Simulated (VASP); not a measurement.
# Al (Pm-3m) in VASP: notebook

Al is run at these levels: BLYP; tasks: single point, relaxation of cell and atoms.

All numbers are computed with VASP 6.6.1; they aren't measurements. Logs are shortened: lines on timing, memory, paths and dates and some standing lists are left out, and cuts for length are marked.

**1. The cell of the first run**

It takes space group Pm-3m (No. 221, cubic). The conventional cell has a = 2.750 Å, b = 2.750 Å, c = 2.750 Å, α = 90.00°, β = 90.00°, γ = 90.00°. Within 3.6 Å of Al (site symmetry m-3m) lie 6 Al at 2.75 Å.

**2. Single point, BLYP (volume scaled by 0.96)**

INCAR

```
PREC = Accurate
ENCUT = 520
EDIFF = 1E-6
ISMEAR = -1
SIGMA = 0.1
LREAL = False
LASPH = True
NELM = 80
ALGO = Normal
ISIF = 2
LWAVE = False
LCHARG = False
GGA = B5
ALDAX = 1.0
AGGAX = 1.0
AGGAC = 1.0
ALDAC = 0.0
NBANDS = 8
```

KPOINTS

```
regular mesh
0
Gamma
  13 13 13
```

POSCAR

```
Al
1.0
    2.7503529650      0.0000000000      0.0000000000
    0.0000000000      2.7503529650      0.0000000000
    0.0000000000      0.0000000000      2.7503529650
Al
1
Direct
    0.0000000000      0.0000000000      0.0000000000
```

Potentials or basis: VASP PAW PBE potentials, release 64 (Al).

Started as:

```
$ cat potpaw_PBE.64/Al/POTCAR > POTCAR
$ mpirun -np 1 vasp_std > vasp.out
```

OUTCAR:

```text
PREC = Accurate
   ENCUT = 520
   EDIFF = 1E-6
   ISMEAR = -1
   LREAL = False
   LASPH = True
   NELM = 80
   ISIF = 2
   GGA = B5

 ion  position               nearest neighbor table
   1  0.000  0.000  0.000-

  LATTYP: Found a simple cubic cell.
 ALAT       =     2.7503529650

  Lattice vectors:

 A1 = (   2.7503529650,   0.0000000000,   0.0000000000)
 A2 = (   0.0000000000,   2.7503529650,   0.0000000000)
 A3 = (   0.0000000000,   0.0000000000,   2.7503529650)

Analysis of symmetry for initial positions (statically):
=====================================================================
 Subroutine PRICEL returns:
 Original cell was already a primitive cell.

 Routine SETGRP: Setting up the symmetry group for a
 simple cubic supercell.

 Subroutine GETGRP returns: Found 48 space group operations
 (whereof 48 operations were pure point group operations)
 out of a pool of 48 trial point group operations.

The static configuration has the point symmetry O_h .

Analysis of symmetry for dynamics (positions and initial velocities):
=====================================================================
 Subroutine PRICEL returns:
 Original cell was already a primitive cell.

 Routine SETGRP: Setting up the symmetry group for a
 simple cubic supercell.

 Subroutine GETGRP returns: Found 48 space group operations
 (whereof 48 operations were pure point group operations)
 out of a pool of 48 trial point group operations.

The dynamic configuration has the point symmetry O_h .

 Subroutine INISYM returns: Found 48 space group operations
 (whereof 48 operations are pure point group operations),
 and found     1 'primitive' translations

----------------------------------------------------------------------------------------

                                     Primitive cell

  volume of cell :      20.8049

  direct lattice vectors                    reciprocal lattice vectors
     2.750352965  0.000000000  0.000000000     0.363589697  0.000000000  0.000000000
     0.000000000  2.750352965  0.000000000     0.000000000  0.363589697  0.000000000
     0.000000000  0.000000000  2.750352965     0.000000000  0.000000000  0.363589697

  length of vectors
     2.750352965  2.750352965  2.750352965     0.363589697  0.363589697  0.363589697

  position of ions in fractional coordinates (direct lattice)
     0.000000000  0.000000000  0.000000000

[... 69 lines left out ...]
   ISPIN  =      1    spin polarized calculation?
   LNONCOLLINEAR =      F non collinear calculations
   LSORBIT =      F    spin-orbit coupling
   LASPH  =      T    aspherical Exc in radial PAW
   ENCUT  =  520.0 eV  38.22 Ry    6.18 a.u.   5.11  5.11  5.11*2*pi/ulx,y,z
   NELM   =     80;   NELMIN=  2; NELMDL= -5     # of ELM steps
   EDIFF  = 0.1E-05   stopping-criterion for ELM
   LREAL  =      F    real-space projection
   EDIFFG = 0.1E-04   stopping-criterion for IOM
   NSW    =      0    number of steps for IOM
   IBRION =     -1    ionic relax: 0-MD 1-quasi-New 2-CG
   NFREE  =      0    steps in history (QN), initial steepest desc. (CG)
   ISIF   =      2    stress and relaxation
   ISYM   =      2    0-nonsym 1-usesym 2-fastsym
   POTIM  = 0.5000    time-step for ionic-motion
   TEBEG  =    0.0;   TEEND  =   0.0 temperature during run
   PSTRESS=    0.0 pullay stress
   NELECT =       3.0000    total number of electrons
   NUPDOWN=      -1.0000    fix difference up-down
   EMIN   =  10.00;   EMAX   =-10.00  energy-range for DOS
   EFERMI =   0.00;   METHOD = LEGACY
   ISMEAR =    -1;   SIGMA  =   0.10  broadening in eV -4-tet -1-fermi 0-gaus
   EFERMI_NEDOS =   21; number of points for ismear=-14 and -15
   IALGO  =     38    algorithm
   IMIX   =      4    mixing-type and parameters
     AMIX     =   0.40;   BMIX     =  1.00
     AMIX_MAG =   1.60;   BMIX_MAG =  1.00
  volume/ion in A,a.u.               =      20.80       140.40
  Fermi-wavevector in a.u.,A,eV,Ry     =   0.858473  1.622279 10.027174  0.736976
  Thomas-Fermi vector in A             =   1.975683
   LORBIT       =      0    0 simple, 1 ext, 2 COOP (PROOUT), +10 PAW based schemes
   GGA     = B5    functional components
   LHFCALC =     F    Hartree Fock is set to
   AEXX    =    0.0000 exact exchange contribution
   IVDW    =     0    specifies the selected vdW correction
   LEPSILON=     F    determine dielectric tensor
   LRPA    =     F    only Hartree local field effects (RPA)
 non-spin polarized calculation
  energy-cutoff  :      520.00
  volume of cell :       20.80
 maximum number of plane-waves:       587
   NGX = 11   NGY = 11   NGZ = 11

 number of electron       3.0000000 magnetization

 Free energy of the ion-electron system (eV)
  ---------------------------------------------------
  ext. energy  EPLUGINS =         0.00000000
  ---------------------------------------------------
  free energy    TOTEN  =        -2.52903140 eV

  energy without entropy =       -2.50869054  energy(sigma->0) =       -2.51886097

 E-fermi :   5.8338     XC(G=0):  -8.7075

 val. band max:        5.7915458043   @ k =   0.3077   0.0769   0.0769
 cond. band min:       5.8822903324   @ k =   0.4615   0.4615   0.3077
 fundamental gap:      0.0907445282
 Fermi energy:         5.8337516519

 k-point     1 :       0.0000    0.0000    0.0000
  band No.  band energies     occupation
      1      -3.4961      2.00000
      2      13.7406      0.00000
      3      13.7406      0.00000
      4      14.6692      0.00000
      5      14.6692      0.00000
      6      14.6692      0.00000
      7      21.1736      0.00000
      8      29.2075      0.00000
[... 243 lines left out ...]
 k-point    24 :       0.3846    0.3077    0.0000
  band No.  band energies     occupation
      1       1.0460      2.00000
      2       5.3794      1.97895
      3       8.3689      0.00000
      4      12.9485      0.00000
      5      18.4173      0.00000
      6      20.8967      0.00000
      7      22.5648      0.00000
      8      24.9030      0.00000

 [... further k-points ...]
[... 5 lines left out ...]
  --------------------------------------------------------------------------------------
  -------------------------------------------------------------------------------------
  Total        0.2390426      0.2390426      0.2390426      0.0000000     -0.0000000     -0.0000000
  in kB       18.4085901     18.4085901     18.4085901      0.0000000     -0.0000000     -0.0000000
  external PRESSURE =      18.4085901 kB  Pullay stress =       0.0000000 kB

 VOLUME and BASIS-vectors are now :
 -----------------------------------------------------------------------------
  energy-cutoff  :      520.00
  volume of cell :       20.80
      direct lattice vectors                 reciprocal lattice vectors
     2.750352965  0.000000000  0.000000000     0.363589697  0.000000000  0.000000000
     0.000000000  2.750352965  0.000000000     0.000000000  0.363589697  0.000000000
     0.000000000  0.000000000  2.750352965     0.000000000  0.000000000  0.363589697

 POSITION                                       TOTAL-FORCE (eV/Angst)
 -----------------------------------------------------------------------------------
      0.00000      0.00000      0.00000         0.000000      0.000000      0.000000
 -----------------------------------------------------------------------------------
    total drift:                               -0.000000     -0.000000     -0.000000

  FREE ENERGIE OF THE ION-ELECTRON SYSTEM (eV)
  ---------------------------------------------------
  free  energy   TOTEN  =        -2.5290313979 eV

  energy  without entropy=       -2.5086905409  energy(sigma->0) =       -2.51886097
```

OSZICAR:

```text
N       E                     dE             d eps       ncg     rms          rms(c)
DAV:   1    -0.120068461092E+01   -0.12007E+01   -0.81073E+02  1352   0.199E+02
DAV:   2    -0.250691491447E+01   -0.13062E+01   -0.12104E+01  1816   0.167E+01
DAV:   3    -0.251611025306E+01   -0.91953E-02   -0.91850E-02  1760   0.156E+00
DAV:   4    -0.251615014394E+01   -0.39891E-04   -0.39890E-04  1920   0.861E-02
DAV:   5    -0.251615052870E+01   -0.38476E-06   -0.38483E-06  1816   0.556E-03    0.626E-01
DAV:   6    -0.252275040176E+01   -0.65999E-02   -0.35959E-03  1640   0.291E-01    0.404E-01
DAV:   7    -0.252899173431E+01   -0.62413E-02   -0.12351E-02  1544   0.544E-01    0.445E-02
DAV:   8    -0.252902990116E+01   -0.38167E-04   -0.15159E-04  1952   0.698E-02    0.891E-03
DAV:   9    -0.252903140377E+01   -0.15026E-05   -0.30372E-06  1752   0.100E-02    0.320E-03
DAV:  10    -0.252903139791E+01    0.58636E-08   -0.12595E-07  1280   0.205E-03
   1 F= -.25290314E+01 E0= -.25188610E+01  d E =-.203409E-01
```

Wall time 8.5 s (1 thread of AMD EPYC 7R43 (Zen 3), shared host); peak memory 0.08 GiB.

Results:

```
Free energy : -2.5290 eV
Pressure    : 1.8 GPa
```

Caveat: the cell differs from its parent crystal (volume scaled by 0.96); the PAW data sets were made with another functional, which shifts forces and pressure a little.

**3. Single point, BLYP**

This run uses another cell than the first one, of 21.67 Å³/atom, 1.042 times its volume.

INCAR

```
AGGAC = 1.0
AGGAX = 1.0
ALDAC = 0.0
ALDAX = 1.0
ALGO = Normal
EDIFF = 1E-6
ENCUT = 520
GGA = B5
ISIF = 2
ISMEAR = -1
LASPH = T
LCHARG = F
LREAL = F
LWAVE = F
NBANDS = 8
NELM = 80
PREC = Accurate
SIGMA = 0.1
```

KPOINTS

```
k-points
0
Gamma
  13 13 13
```

POSCAR

```
Al
1.0
    2.7880337154      0.0000000000      0.0000000000
    0.0000000000      2.7880337154      0.0000000000
    0.0000000000      0.0000000000      2.7880337154
Al
1
Direct
    0.0000000000      0.0000000000      0.0000000000
```

Potentials or basis: VASP PAW PBE potentials, release 64 (Al).

Started as:

```
$ cat potpaw_PBE.64/Al/POTCAR > POTCAR
$ mpirun -np 1 vasp_std > vasp.out
```

Wall time 12 s (1 thread of AMD EPYC 7R43 (Zen 3), shared host); peak memory 0.1 GiB.

The run converged. Its results:

- Free energy: -2.5338 eV
- Pressure: 0.0 GPa

Levels at points of the mesh, in eV from the Fermi level:
```
           k point  band 1  band 2  band 3  band 4  band 5  band 6
(0.00, 0.00, 0.00)   -9.10    7.82    7.82    8.54    8.54    8.54
```

Caveat: the PAW data sets were made with another functional, which shifts forces and pressure a little.

**4. Single point, BLYP (volume scaled by 1.04)**

INCAR

```
SYSTEM = Al
PREC     = Accurate       ! precision mode
ENCUT    = 520            ! plane-wave cutoff, eV
EDIFF    = 1E-7           ! SCF threshold, eV
ISMEAR   = -1             ! smearing method
SIGMA    = 0.1            ! smearing width, eV
LREAL    = .FALSE.        ! projectors in reciprocal space
LASPH    = .TRUE.         ! aspherical terms in the spheres
NELM     = 100            ! most SCF steps
ALGO     = Normal         ! electronic algorithm
ISIF     = 2              ! what is computed and relaxed
LWAVE    = .FALSE.        ! write WAVECAR
LCHARG   = .TRUE.         ! write CHGCAR
GGA      = B5             ! functional
ALDAX    = 1.0          
AGGAX    = 1.0          
AGGAC    = 1.0          
ALDAC    = 0.0          
LELF     = .TRUE.         ! ELF
LVHAR    = .TRUE.       
NBANDS   = 8              ! bands
```

KPOINTS

```
Automatic mesh
0
G
  13 13 13
  0 0 0
```

POSCAR

```
Al
1.0
    2.8247225769      0.0000000000      0.0000000000
    0.0000000000      2.8247225769      0.0000000000
    0.0000000000      0.0000000000      2.8247225769
Al
1
Direct
    0.0000000000      0.0000000000      0.0000000000
```

Started as:

```
$ cat potpaw_PBE.64/Al/POTCAR > POTCAR
$ mpirun -np 1 vasp_std > vasp.out
```

Wall time 14 s (1 thread of AMD EPYC 7R43 (Zen 3), shared host); peak memory 0.1 GiB.

The run converged. Its results:

```yaml
Free_energy: -2.5297 eV
Pressure: -1.5 GPa
```

Levels at points of the mesh, in eV from the Fermi level:
| k point | band 1 | band 2 | band 3 | band 4 |
| --- | --- | --- | --- | --- |
| (0.00, 0.00, 0.00) | -8.89 | 7.73 | 7.73 | 8.26 |

Caveat: the cell differs from its parent crystal (volume scaled by 1.04); the PAW data sets were made with another functional, which shifts forces and pressure a little.

**5. Relaxation of cell and atoms, BLYP**

This run uses another cell than the first one, of 17.93 Å³/atom, 0.862 times its volume.

INCAR

```
  PREC = Accurate
  ENCUT = 600
  EDIFF = 1E-7
  ISMEAR = -1
  SIGMA = 0.1
  LREAL = False
  LASPH = True
  NELM = 60
  ALGO = Normal
  ISIF = 3
  LWAVE = False
  LCHARG = False
  GGA = B5
  ALDAX = 1.0
  AGGAX = 1.0
  AGGAC = 1.0
  ALDAC = 0.0
  IBRION = 2
  NSW = 80
  EDIFFG = -0.01
```

KPOINTS

```
regular mesh
0
Gamma
  12 12 12
```

POSCAR

```
Al
1.0
    2.6173666896      0.0000000000      0.0000000000
    0.0000000000      2.6173666896      0.0000000000
    0.0000000000      0.0000000000      2.6173666896
Al
1
Direct
    0.0000000000      0.0000000000      0.0000000000
```

Potentials or basis: VASP PAW PBE potentials, release 64 (Al).

Started as:

```
$ cat potpaw_PBE.64/Al/POTCAR > POTCAR
$ mpirun -np 1 vasp_std > vasp.out
```

OUTCAR:

```text
PREC = Accurate
   ENCUT = 600
   EDIFF = 1E-7
   ISMEAR = -1
   LREAL = False
   LASPH = True
   NELM = 60
   ISIF = 3
   GGA = B5
   IBRION = 2
   NSW = 80
   EDIFFG = -0.01

 ion  position               nearest neighbor table
   1  0.000  0.000  0.000-

  LATTYP: Found a simple cubic cell.
 ALAT       =     2.6173666896

  Lattice vectors:

 A1 = (   2.6173666896,   0.0000000000,   0.0000000000)
 A2 = (   0.0000000000,   2.6173666896,   0.0000000000)
[... 411 lines left out ...]
 k-point    24 :       0.4167    0.3333    0.0000
  band No.  band energies     occupation
      1       1.5112      2.00000
      2       4.6950      1.99912
      3       7.6795      0.00000
      4      11.3519      0.00000
      5      18.1918      0.00000

 [... further k-points ...]
[... 5 lines left out ...]
  --------------------------------------------------------------------------------------
  -------------------------------------------------------------------------------------
  Total        0.0033545      0.0033545      0.0033545     -0.0000000     -0.0000000     -0.0000000
  in kB        0.2477483      0.2477483      0.2477483     -0.0000000     -0.0000000     -0.0000000
  external PRESSURE =       0.2477483 kB  Pullay stress =       0.0000000 kB

 VOLUME and BASIS-vectors are now :
 -----------------------------------------------------------------------------
  energy-cutoff  :      600.00
  volume of cell :       21.69
      direct lattice vectors                 reciprocal lattice vectors
     2.788955245 -0.000000000 -0.000000000     0.358557206  0.000000000 -0.000000000
    -0.000000000  2.788955245 -0.000000000     0.000000000  0.358557206 -0.000000000
     0.000000000  0.000000000  2.788955245     0.000000000  0.000000000  0.358557206

 POSITION                                       TOTAL-FORCE (eV/Angst)
 -----------------------------------------------------------------------------------
      0.00000      0.00000      0.00000        -0.000000     -0.000000      0.000000
 -----------------------------------------------------------------------------------
    total drift:                               -0.000000      0.000000     -0.000000

  FREE ENERGIE OF THE ION-ELECTRON SYSTEM (eV)
  ---------------------------------------------------
  free  energy   TOTEN  =        -2.5374567832 eV

  energy  without entropy=       -2.5189964602  energy(sigma->0) =       -2.52822662

 reached required accuracy - stopping structural energy minimisation
```

CONTCAR:

```text
Al
   1.00000000000000
     2.7889552452837871   -0.0000000000000000   -0.0000000000000000
    -0.0000000000000000    2.7889552452837871   -0.0000000000000000
     0.0000000000000000    0.0000000000000000    2.7889552452837871
  Al
     1
Direct
     0.0000000000000000    0.0000000000000000    0.0000000000000000

  0.00000000E+00  0.00000000E+00  0.00000000E+00
```

Wall time 20 s (1 thread of AMD EPYC 7R43 (Zen 3), shared host); peak memory 0.1 GiB.

What came out:

```
Free energy                            : -2.5375 eV
Relaxed volume                         : 21.69 Å³/atom
Relaxed cell                           : a = 2.789 Å, b = 2.789 Å, c = 2.789 Å, α = 90.00°, β = 90.00°, γ = 90.00°
Space group after relaxing (to 0.05 Å) : Pm-3m (No. 221)
Energy gained by relaxing              : 120.0 meV/atom
Ionic steps                            : 2
Pressure after relaxing                : 0.0 GPa
```

The path:
| step | energy change (eV) | largest force (eV/Å) | pressure (GPa) | volume (Å³) |
| --- | --- | --- | --- | --- |
| 1 | 0.0000 | 0.0000 | 12.14 | 17.93 |
| 2 | -0.1200 | 0.0000 | 0.02 | 21.69 |

Final structure:
```yaml
crystal:
  lattice:
    - [2.78896, 0.00000, 0.00000]
    - [0.00000, 2.78896, 0.00000]
    - [0.00000, 0.00000, 2.78896]
  atoms:
    - { symbol: Al, position: [0.00000, 0.00000, 0.00000] }
```

Levels at points of the mesh, in eV from the Fermi level:
```tsv
k point	band 1	band 2	band 3	band 4	band 5
(0.00, 0.00, 0.00)	-9.08	7.83	7.83	8.55	8.55
(0.50, 0.00, 0.00)	-5.16	-3.63	10.13	11.64	11.64
(0.50, 0.50, 0.00)	-0.72	-0.48	-0.48	2.73	14.71
(0.50, 0.50, 0.50)	2.54	2.54	2.54	5.78	5.78
```

Caveat: the volume moved by over 15 % at a fixed basis, so the end points are rough; the PAW data sets were made with another functional, which shifts forces and pressure a little.

**6. Overview**

| task | cell | k mesh | cutoff (eV) | gap on the mesh (eV) | pressure (GPa) |
| --- | --- | --- | --- | --- | --- |
| single point | a = 2.750 Å, 1 atom | 13 × 13 × 13 | 520 | none | 1.8 |
| single point | a = 2.788 Å, 1 atom | 13 × 13 × 13 | 520 | none | 0.0 |
| single point | a = 2.825 Å, 1 atom | 13 × 13 × 13 | 520 | none | -1.5 |
| relaxation of cell and atoms | relaxed from a = 2.617 Å, 1 atom | 12 × 12 × 12 | 600 | none | 0.0 |

Alike in all rows: level BLYP; potentials or basis VASP PAW PBE potentials, release 64 (Al); no spin polarisation; smearing fermi-dirac 0.1 eV.

Caveats: the PAW data sets were made with another functional, which shifts forces and pressure a little; the volume moved by over 15 % at a fixed basis, so the end points are rough (some runs).

Total energies depend on the potentials used, so only differences within one code and one set of settings carry meaning.
